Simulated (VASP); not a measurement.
# SnO (P4/nmm) in VASP: notebook, part 2 of 2

VASP 6.6.1.

**4. Single point, RPBE**

This run uses another cell than the first one, of 21.66 Å³/atom, 1.200 times its volume.

File INCAR:

```
PREC = Accurate
ENCUT = 520
EDIFF = 1E-7
ISMEAR = -1
SIGMA = 0.05
LREAL = False
LASPH = True
NELM = 100
ALGO = Normal
ISIF = 2
LWAVE = False
LCHARG = False
GGA = RP
NBANDS = 28
```

File KPOINTS:

```
Automatic mesh
0
Gamma
  7 7 6
```

File POSCAR:

```
SnO
1.0
    3.9124747133      0.0000000000      0.0000000000
    0.0000000000      3.9124747133      0.0000000000
    0.0000000000      0.0000000000      5.6587015908
Sn O
2 2
Direct
    0.5000000000      0.0000000000      0.7940201264
    0.0000000000      0.5000000000      0.2059798736
    0.0000000000      0.0000000000      0.0000000000
    0.5000000000      0.5000000000      0.0000000000
```

Potentials or basis: VASP PAW PBE potentials, release 64 (Sn_d, O).

Command:

```
$ cat potpaw_PBE.64/Sn_d/POTCAR potpaw_PBE.64/O/POTCAR > POTCAR
$ mpirun -np 1 vasp_std > vasp.out
```

OUTCAR:

```text
PREC = Accurate
   ENCUT = 520
   EDIFF = 1E-7
   ISMEAR = -1
   LREAL = False
   LASPH = True
   NELM = 100
   ISIF = 2
   GGA = RP

 ion  position               nearest neighbor table
   1  0.500  0.000  0.794-   3 2.28   4 2.28   4 2.28   3 2.28   2 3.62   2 3.62   2 3.62   2 3.62

   2  0.000  0.500  0.206-   3 2.28   4 2.28   3 2.28   4 2.28   1 3.62   1 3.62   1 3.62   1 3.62

   3  0.000  0.000  0.000-   1 2.28   2 2.28   2 2.28   1 2.28
   4  0.500  0.500  0.000-   1 2.28   2 2.28   1 2.28   2 2.28

[... 939 lines left out ...]
     28      14.6660      0.00000

 [... further k-points ...]
[... 5 lines left out ...]
  --------------------------------------------------------------------------------------
  -------------------------------------------------------------------------------------
  Total        0.0804892      0.0804892      0.1160908      0.0000000     -0.0000000      0.0000000
  in kB        1.4887721      1.4887721      2.1472784      0.0000000     -0.0000000      0.0000000
  external PRESSURE =       1.7082742 kB  Pullay stress =       0.0000000 kB

 VOLUME and BASIS-vectors are now :
 -----------------------------------------------------------------------------
  energy-cutoff  :      520.00
  volume of cell :       86.62
      direct lattice vectors                 reciprocal lattice vectors
     3.912474713  0.000000000  0.000000000     0.255592706  0.000000000  0.000000000
     0.000000000  3.912474713  0.000000000     0.000000000  0.255592706  0.000000000
     0.000000000  0.000000000  5.658701591     0.000000000  0.000000000  0.176718985

 POSITION                                       TOTAL-FORCE (eV/Angst)
 -----------------------------------------------------------------------------------
      1.95624      0.00000      4.49312         0.000000      0.000000     -0.075548
      0.00000      1.95624      1.16558        -0.000000      0.000000      0.075548
      0.00000      0.00000      0.00000         0.000000      0.000000      0.000000
      1.95624      1.95624      0.00000         0.000000     -0.000000      0.000000
 -----------------------------------------------------------------------------------
    total drift:                                0.000000      0.000000     -0.000000

  FREE ENERGIE OF THE ION-ELECTRON SYSTEM (eV)
  ---------------------------------------------------
  free  energy   TOTEN  =       -21.2824919423 eV

  energy  without entropy=      -21.2824919342  energy(sigma->0) =      -21.28249194
```

OSZICAR:

```text
N       E                     dE             d eps       ncg     rms          rms(c)
DAV:   1     0.422149324814E+03    0.42215E+03   -0.19772E+04  2316   0.201E+03
DAV:   2     0.443127174929E+02   -0.37784E+03   -0.36288E+03  2308   0.530E+02
DAV:   3    -0.216160687858E+02   -0.65929E+02   -0.64694E+02  2620   0.182E+02
DAV:   4    -0.251901918423E+02   -0.35741E+01   -0.35536E+01  2512   0.458E+01
DAV:   5    -0.252740937057E+02   -0.83902E-01   -0.83890E-01  2524   0.771E+00    0.119E+01
DAV:   6    -0.212883454399E+02    0.39857E+01   -0.19340E+01  3560   0.460E+01    0.523E+00
DAV:   7    -0.212791995167E+02    0.91459E-02   -0.24343E+00  2672   0.880E+00    0.263E+00
DAV:   8    -0.212799384079E+02   -0.73889E-03   -0.32333E-01  2840   0.380E+00    0.869E-01
DAV:   9    -0.212789995983E+02    0.93881E-03   -0.62417E-02  3236   0.218E+00    0.286E-01
DAV:  10    -0.212827413480E+02   -0.37417E-02   -0.12639E-02  2640   0.871E-01    0.190E-01
DAV:  11    -0.212823818052E+02    0.35954E-03   -0.49279E-03  3116   0.555E-01    0.447E-02
DAV:  12    -0.212824864312E+02   -0.10463E-03   -0.56970E-04  2352   0.152E-01    0.500E-02
DAV:  13    -0.212824881425E+02   -0.17112E-05   -0.15133E-04  2796   0.956E-02    0.483E-03
DAV:  14    -0.212824913512E+02   -0.32087E-05   -0.16801E-05  2408   0.254E-02    0.598E-03
DAV:  15    -0.212824915446E+02   -0.19345E-06   -0.61600E-07  2896   0.682E-03    0.221E-03
DAV:  16    -0.212824919437E+02   -0.39902E-06   -0.31888E-07  2008   0.306E-03    0.670E-04
DAV:  17    -0.212824919423E+02    0.13524E-08   -0.42679E-08  1684   0.164E-03
   1 F= -.21282492E+02 E0= -.21282492E+02  d E =-.813459E-08
```

Wall time 97 s (1 thread of Intel Xeon 6975P-C, shared host); peak memory 0.23 GiB.

Results:

| Item | Value |
| --- | --- |
| Free energy | -21.2825 eV |
| Pressure | 0.2 GPa |
| Largest force | 0.076 eV/Å |
| Band gap on the k mesh | 1.58 eV, indirect (least direct gap 1.79 eV) |

Forces in eV/Å, atoms in the order of the input:
```
Sn   0.000  0.000 -0.076
Sn   0.000  0.000  0.076
O    0.000  0.000  0.000
O    0.000  0.000  0.000
```

Caveat: the PAW data sets were made with another functional, which shifts forces and pressure a little; spin-orbit coupling is left out, which moves the levels of the heavy elements.

**5. The runs side by side**

| level | cell | gap on the mesh (eV) | pressure (GPa) | largest force (eV/Å) |
| --- | --- | --- | --- | --- |
| BLYP+D3(BJ) | a = 3.873, b = 3.873, c = 4.811 Å, 4 atoms | 0.60 | 0.2 | 0.09 |
| PBEsol | a = 3.864, b = 3.864, c = 4.951 Å, 4 atoms | 0.50 | -3.7 | 0.36 |
| RPBE | a = 3.912, b = 3.912, c = 5.659 Å, 4 atoms | 1.58 | 0.2 | 0.08 |

Alike in all rows: task single point; potentials or basis VASP PAW PBE potentials, release 64 (Sn_d, O); no spin polarisation; k mesh 7 × 7 × 6; cutoff (eV) 520; smearing fermi-dirac 0.05 eV.

Caveats: the PAW data sets were made with another functional, which shifts forces and pressure a little; spin-orbit coupling is left out, which moves the levels of the heavy elements.

Total energies depend on the potentials used, so only differences within one code and one set of settings carry meaning.
